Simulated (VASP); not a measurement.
AlGa2As3:

```
CELL_PARAMETERS angstrom
-1.94219 1.94219 8.24001
1.94219 -1.94219 8.24001
1.94219 1.94219 -8.24001
ATOMIC_POSITIONS crystal
Al 0.50000 0.50000 0.00000
Ga 0.83333 0.83333 0.00000
Ga 0.16667 0.16667 0.00000
As 0.58333 0.08333 0.50000
As 0.25000 0.75000 0.50000
As 0.91667 0.41667 0.50000
```

| Quantity | Value |
| --- | --- |
| Program | VASP 6.6.1 |
| Task | relaxation of cell and atoms |
| Functional | PBE |
| Potentials or basis | VASP PAW PBE potentials, release 64 (Al, Ga_d, As) |
| Cutoff | 600 eV |
| k mesh | 6 × 6 × 6 |
| Occupations | gaussian, width 0.1 eV |
| Spin | no spin polarisation |

At the start: pressure 11.4 GPa; volume 20.72 Å³/atom.

Where does the relaxation end?

Over 5 steps the energy falls by 94.1 meV/atom and the volume is 23.69 Å³/atom (+14.3 %); space group I-4m2 (No. 119, to 0.1 Å) before and after.

Step by step:
| step | energy change (eV) | largest force (eV/Å) | pressure (GPa) | volume (Å³) |
| --- | --- | --- | --- | --- |
| 1 | 0.0000 | 0.0969 | 11.44 | 124.33 |
| 2 | -0.4262 | 0.0616 | -3.81 | 152.91 |
| 3 | -0.5645 | 0.0628 | 0.02 | 142.15 |
| 4 | -0.5644 | 0.0628 | -0.14 | 142.52 |
| 5 | -0.5649 | 0.0316 | 0.06 | 142.12 |

Final structure:
```
Al Ga As
1.0
    -2.03214    2.03214    8.60398
     2.03214   -2.03214    8.60398
     2.03214    2.03214   -8.60398
Al Ga As
1 2 3
Direct
  0.50000 0.50000 0.00000
  0.83327 0.83327 0.00000
  0.16673 0.16673 0.00000
  0.58298 0.08298 0.50000
  0.25000 0.75000 0.50000
  0.91702 0.41702 0.50000
```
